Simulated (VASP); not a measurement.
# Hg (P2_1/m) in VASP: single point with PBE

Aim: the single point of Hg with PBE.

Everything below comes from runs of VASP 6.6.1. Logs are shortened: lines on timing, memory, paths and dates and some standing lists are left out, and cuts for length are marked.

**1. The cell of the first run**

Symmetry: P2_1/m, No. 11, monoclinic system. The conventional cell has a = 3.116 Å, b = 5.620 Å, c = 3.298 Å, α = 90.00°, β = 115.69°, γ = 90.00°. Within 4.1 Å of Hg (site symmetry m) lie 12 Hg at 3.12 to 3.54 Å.

**2. Single point, PBE (strained)**

The input, INCAR:

```
SYSTEM = Hg
PREC     = Accurate       ! precision mode
ENCUT    = 520            ! plane-wave cutoff, eV
EDIFF    = 1E-6           ! SCF threshold, eV
ISMEAR   = 0              ! smearing method
SIGMA    = 0.05           ! smearing width, eV
LREAL    = .FALSE.        ! projectors in reciprocal space
LASPH    = .TRUE.         ! aspherical terms in the spheres
NELM     = 60             ! most SCF steps
ALGO     = Fast           ! electronic algorithm
ISIF     = 2              ! what is computed and relaxed
LWAVE    = .FALSE.        ! write WAVECAR
LCHARG   = .TRUE.         ! write CHGCAR
GGA      = PE             ! functional
LELF     = .TRUE.         ! ELF
LVHAR    = .TRUE.       
NBANDS   = 19             ! bands
```

The input, KPOINTS:

```
regular mesh
0
G
  12 8 12
  0 0 0
```

The input, POSCAR:

```
Hg
1.0
    3.1153899387      0.0000000000      0.0664570099
    0.0000000000      5.6199979545      0.0000000000
   -1.4926117425      0.0000000000      2.9409802088
Hg
2
Direct
    0.6202995955      0.2500000000      0.7997428501
    0.3797004045      0.7500000000      0.2002571499
```

Potentials or basis: VASP PAW PBE potentials, release 64 (Hg).

On the command line:

```sh
$ cat potpaw_PBE.64/Hg/POTCAR > POTCAR
$ mpirun -np 1 vasp_std > vasp.out
```

OUTCAR:

```text
SYSTEM = Hg
   PREC = Accurate
   ENCUT = 520
   EDIFF = 1E-6
   ISMEAR = 0
   LREAL = .FALSE.
   LASPH = .TRUE.
   NELM = 60
   ISIF = 2
   GGA = PE

 ion  position               nearest neighbor table
   1  0.620  0.250  0.800-   2 3.33   2 3.33   2 3.33   2 3.33   2 3.54   2 3.54
   2  0.380  0.750  0.200-   1 3.33   1 3.33   1 3.33   1 3.33   1 3.54   1 3.54

  LATTYP: Found a simple monoclinic cell.
 ALAT       =     3.1160986833
 B/A-ratio  =     1.8035365775
 C/A-ratio  =     1.0583966102
 COS(beta)  =    -0.4334506963

  Lattice vectors:

 A1 = (   3.1153899387,   0.0000000000,   0.0664570099)
 A2 = (   0.0000000000,   5.6199979545,   0.0000000000)
 A3 = (  -1.4926117425,   0.0000000000,   2.9409802088)

Analysis of symmetry for initial positions (statically):
=====================================================================
 Subroutine PRICEL returns:
 Original cell was already a primitive cell.

 Routine SETGRP: Setting up the symmetry group for a
 simple monoclinic supercell.

 Subroutine GETGRP returns: Found  4 space group operations
 (whereof  2 operations were pure point group operations)
 out of a pool of  4 trial point group operations.

The static configuration has the point symmetry S_2 .
 The point group associated with its full space group is C_2h.

Analysis of symmetry for dynamics (positions and initial velocities):
=====================================================================
 Subroutine PRICEL returns:
 Original cell was already a primitive cell.

 Routine SETGRP: Setting up the symmetry group for a
 simple monoclinic supercell.

 Subroutine GETGRP returns: Found  4 space group operations
 (whereof  2 operations were pure point group operations)
 out of a pool of  4 trial point group operations.

The dynamic configuration has the point symmetry S_2 .
 The point group associated with its full space group is C_2h.

 Subroutine INISYM returns: Found  4 space group operations
 (whereof  2 operations are pure point group operations),
 and found     1 'primitive' translations

----------------------------------------------------------------------------------------

                                     Primitive cell

  volume of cell :      52.0496

  direct lattice vectors                    reciprocal lattice vectors
     3.115389939  0.000000000  0.066457010     0.317549199  0.000000000  0.161163160
     0.000000000  5.619997954  0.000000000     0.000000000  0.177936008  0.000000000
[... 77 lines left out ...]
   ISTART =      0    job   : 0-new  1-cont  2-samecut
   ICHARG =      2    charge: 1-file 2-atom 10-const
   ISPIN  =      1    spin polarized calculation?
   LNONCOLLINEAR =      F non collinear calculations
   LSORBIT =      F    spin-orbit coupling
   LASPH  =      T    aspherical Exc in radial PAW
   ENCUT  =  520.0 eV  38.22 Ry    6.18 a.u.   5.79 10.45  6.13*2*pi/ulx,y,z
   NELM   =     60;   NELMIN=  2; NELMDL= -5     # of ELM steps
   EDIFF  = 0.1E-05   stopping-criterion for ELM
   LREAL  =      F    real-space projection
   EDIFFG = 0.1E-04   stopping-criterion for IOM
   NSW    =      0    number of steps for IOM
   IBRION =     -1    ionic relax: 0-MD 1-quasi-New 2-CG
   NFREE  =      0    steps in history (QN), initial steepest desc. (CG)
   ISIF   =      2    stress and relaxation
   ISYM   =      2    0-nonsym 1-usesym 2-fastsym
   POTIM  = 0.5000    time-step for ionic-motion
   TEBEG  =    0.0;   TEEND  =   0.0 temperature during run
   PSTRESS=    0.0 pullay stress
   NELECT =      24.0000    total number of electrons
   NUPDOWN=      -1.0000    fix difference up-down
   EMIN   =  10.00;   EMAX   =-10.00  energy-range for DOS
   EFERMI =   0.00;   METHOD = LEGACY
   ISMEAR =     0;   SIGMA  =   0.05  broadening in eV -4-tet -1-fermi 0-gaus
   EFERMI_NEDOS =   21; number of points for ismear=-14 and -15
   IALGO  =     68    algorithm
   IMIX   =      4    mixing-type and parameters
     AMIX     =   0.40;   BMIX     =  1.00
     AMIX_MAG =   1.60;   BMIX_MAG =  1.00
  volume/ion in A,a.u.               =      26.02       175.62
  Fermi-wavevector in a.u.,A,eV,Ry     =   1.264754  2.390039 21.763926  1.599603
  Thomas-Fermi vector in A             =   2.398043
   LORBIT       =      0    0 simple, 1 ext, 2 COOP (PROOUT), +10 PAW based schemes
   GGA     = PE    functional components
   LHFCALC =     F    Hartree Fock is set to
   AEXX    =    0.0000 exact exchange contribution
   IVDW    =     0    specifies the selected vdW correction
   LEPSILON=     F    determine dielectric tensor
   LRPA    =     F    only Hartree local field effects (RPA)
 non-spin polarized calculation
 RMM-DIIS sequential band-by-band and
 Gauss-broadening in eV      SIGMA  =   0.05
  energy-cutoff  :      520.00
  volume of cell :       52.05
 maximum number of plane-waves:      1426
   NGX = 11   NGY = 21   NGZ = 13

 number of electron      24.0000004 magnetization

 Free energy of the ion-electron system (eV)
  ---------------------------------------------------
  ext. energy  EPLUGINS =         0.00000000
  ---------------------------------------------------
  free energy    TOTEN  =        -0.29293246 eV

  energy without entropy =       -0.29240566  energy(sigma->0) =       -0.29266906

 E-fermi :   1.8723     XC(G=0): -10.3168

 val. band max:        1.8517332956   @ k =   0.4167   0.0000   0.0000
 cond. band min:       1.8781456514   @ k =   0.3333   0.0000   0.1667
 fundamental gap:      0.0264123557
 Fermi energy:         1.8723029606

 k-point     1 :       0.0000    0.0000    0.0000
  band No.  band energies     occupation
      1      -6.2915      2.00000
      2      -5.5805      2.00000
      3      -5.0108      2.00000
      4      -4.9591      2.00000
      5      -4.6782      2.00000
      6      -4.4482      2.00000
[... 505 lines left out ...]
      6      -4.4603      2.00000
[... 11 lines left out ...]
     18      13.8795      0.00000
     19      15.4821      0.00000

 [... further k-points ...]
[... 5 lines left out ...]
  --------------------------------------------------------------------------------------
  -------------------------------------------------------------------------------------
  Total        1.0123663      0.4396030      0.7966518      0.0000000      0.0000000     -0.0545514
  in kB       31.1624086     13.5317520     24.5223398      0.0000000      0.0000000     -1.6791892
  external PRESSURE =      23.0721668 kB  Pullay stress =       0.0000000 kB

 VOLUME and BASIS-vectors are now :
 -----------------------------------------------------------------------------
  energy-cutoff  :      520.00
  volume of cell :       52.05
      direct lattice vectors                 reciprocal lattice vectors
     3.115389939  0.000000000  0.066457010     0.317549199  0.000000000  0.161163160
     0.000000000  5.619997954  0.000000000     0.000000000  0.177936008  0.000000000
    -1.492611743  0.000000000  2.940980209    -0.007175625  0.000000000  0.336380903

 POSITION                                       TOTAL-FORCE (eV/Angst)
 -----------------------------------------------------------------------------------
      0.73877      1.40500      2.39325         0.008000      0.000000     -0.023585
      0.88401      4.21500      0.61419        -0.008000      0.000000      0.023585
 -----------------------------------------------------------------------------------
    total drift:                                0.000000      0.000000      0.000000

  FREE ENERGIE OF THE ION-ELECTRON SYSTEM (eV)
  ---------------------------------------------------
  free  energy   TOTEN  =        -0.2929324574 eV

  energy  without entropy=       -0.2924056553  energy(sigma->0) =       -0.29266906
```

OSZICAR:

```text
N       E                     dE             d eps       ncg     rms          rms(c)
DAV:   1     0.178403802600E+03    0.17840E+03   -0.12340E+04 14060   0.121E+03
DAV:   2     0.396325635456E+01   -0.17444E+03   -0.16612E+03 14678   0.312E+02
DAV:   3    -0.329684563596E+00   -0.42929E+01   -0.42774E+01 15966   0.537E+01
DAV:   4    -0.337007948629E+00   -0.73234E-02   -0.73225E-02 15076   0.215E+00
DAV:   5    -0.337019639536E+00   -0.11691E-04   -0.11691E-04 15405   0.832E-02    0.386E+00
RMM:   6    -0.294999077698E+00    0.42021E-01   -0.96796E-02 14138   0.259E+00    0.296E+00
RMM:   7    -0.292921641185E+00    0.20774E-02   -0.20542E-02 14593   0.985E-01    0.108E+00
RMM:   8    -0.292876591164E+00    0.45050E-04   -0.28338E-03 14778   0.626E-01    0.676E-02
RMM:   9    -0.292916098762E+00   -0.39508E-04   -0.15344E-04 15334   0.108E-01    0.466E-02
RMM:  10    -0.292932753517E+00   -0.16655E-04   -0.43337E-05 15156   0.762E-02    0.796E-03
RMM:  11    -0.292932457450E+00    0.29607E-06   -0.26524E-06 10587   0.144E-02
   1 F= -.29293246E+00 E0= -.29266906E+00  d E =-.526802E-03
```

stdout:

```text
POSCAR found type information on POSCAR Hg
 POSCAR found :  1 types and       2 ions
 scaLAPACK will be used
 LDA part: xc-table for (Slater+PW92), standard interpolation
 POSCAR, INCAR and KPOINTS ok, starting setup
 FFT: planning ... GRIDC
 FFT: planning ... GRID_SOFT
 FFT: planning ... GRID
 WAVECAR not read
 entering main loop
```

It took 5.6 min on 1 thread of Oxide Virtual Turin-like, shared host; peak memory 0.37 GiB.

Results:

```yaml
Free_energy: -0.2929 eV
Pressure: 2.3 GPa
Largest_force: 0.025 eV/Å
Band_gap_on_the_k_mesh: zero (bands 12 and 13 overlap by 1.79 eV)
```

Forces in eV/Å, atoms in the order of the input:
```
Hg   0.008  0.000 -0.024
Hg  -0.008  0.000  0.024
```

Levels at points of the mesh, in eV from the Fermi level:
| k point | band 9 | band 10 | band 11 | band 12 | band 13 | band 14 | band 15 | band 16 |
| --- | --- | --- | --- | --- | --- | --- | --- | --- |
| (0.00, 0.00, 0.00) | -5.96 | -5.81 | -5.60 | -2.16 | -1.25 | 10.61 | 12.49 | 13.75 |
| (0.50, 0.00, 0.00) | -5.56 | -5.45 | -1.97 | -1.48 | 2.15 | 2.68 | 3.44 | 7.28 |
| (0.00, 0.50, 0.00) | -5.96 | -5.96 | -5.78 | -5.78 | 5.44 | 5.44 | 11.99 | 11.99 |
| (0.50, 0.50, 0.00) | -5.50 | -5.50 | -1.10 | -1.10 | 0.20 | 0.20 | 8.90 | 8.90 |
| (0.00, 0.00, 0.50) | -5.62 | -5.54 | -2.59 | -2.32 | 1.92 | 2.30 | 3.94 | 5.68 |
| (0.50, 0.00, 0.50) | -5.49 | -5.42 | -1.47 | -1.35 | 2.56 | 2.91 | 4.67 | 6.35 |
| (0.00, 0.50, 0.50) | -5.56 | -5.56 | -1.48 | -1.48 | -0.62 | -0.62 | 8.30 | 8.30 |
| (0.50, 0.50, 0.50) | -5.41 | -5.41 | -0.43 | -0.43 | 0.18 | 0.18 | 7.72 | 7.72 |

Caveat: the cell differs from its parent crystal (strained); spin-orbit coupling is left out, which moves the levels of the heavy elements.
